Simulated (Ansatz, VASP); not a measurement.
## One calculation of TiC, two programs

```
Ti C
1.0
     0.00000    2.11537    2.11537
     2.11537    0.00000    2.11537
     2.11537    2.11537    0.00000
Ti C
1 1
Direct
  0.00000 0.00000 0.00000
  0.50000 0.50000 0.50000
```

Alike in both runs: task single point; functional PBE; k mesh 16 × 16 × 16; occupations gaussian, width 0.1 eV; no spin polarisation.

|  | VASP | Ansatz |
| --- | --- | --- |
| version | VASP 6.6.1 | Ansatz 0.2.0 |
| potentials or method | VASP PAW PBE potentials, release 64 (Ti_sv, C), cutoff 520 eV | scalar-relativistic, plane waves, PAW |
| valence electrons in the cell | 16 | 16 |

|  | VASP | Ansatz | Ansatz less VASP |
| --- | --- | --- | --- |
| gap on the k mesh at the Fermi level (eV) | none | none | - |
| pressure (GPa) | 20.9 | 20.7 | -0.18 |

A gap of «none» marks a metal or a gap that the smearing closes. The functional is the same, so the differences come from potentials, cutoffs and numerics.
